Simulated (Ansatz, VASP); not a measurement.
# Mo: VASP beside Ansatz

```
CELL_PARAMETERS angstrom
-1.57965 1.57965 1.57965
1.57965 -1.57965 1.57965
1.57965 1.57965 -1.57965
ATOMIC_POSITIONS crystal
Mo 0.00000 0.00000 0.00000
```

Alike in both runs: task relaxation of cell and atoms; functional PBE; k mesh 18 × 18 × 18; occupations gaussian, width 0.1 eV; no spin polarisation.

```csv
,VASP,Ansatz
version,VASP 6.6.1,Ansatz 0.2.0
potentials or method,"VASP PAW PBE potentials, release 64 (Mo_sv), cutoff 600 eV","scalar-relativistic, plane waves, PAW"
valence electrons in the cell,14,14
```

Ansatz gave:

| Item | Value |
| --- | --- |
| gap on the k mesh at the Fermi level, each at its own relaxed structure (eV) | none |
| relaxed volume (Å³/atom) | 15.78 |
| relaxed length of the cell vector where the two differ most in proportion (Å) | 2.737 |

Which values does VASP return?

gap on the k mesh at the Fermi level, each at its own relaxed structure (eV): none; relaxed volume (Å³/atom): 15.81; relaxed length of the cell vector where the two differ most in proportion (Å): 2.739.

A gap of «none» marks a metal or a gap that the smearing closes.
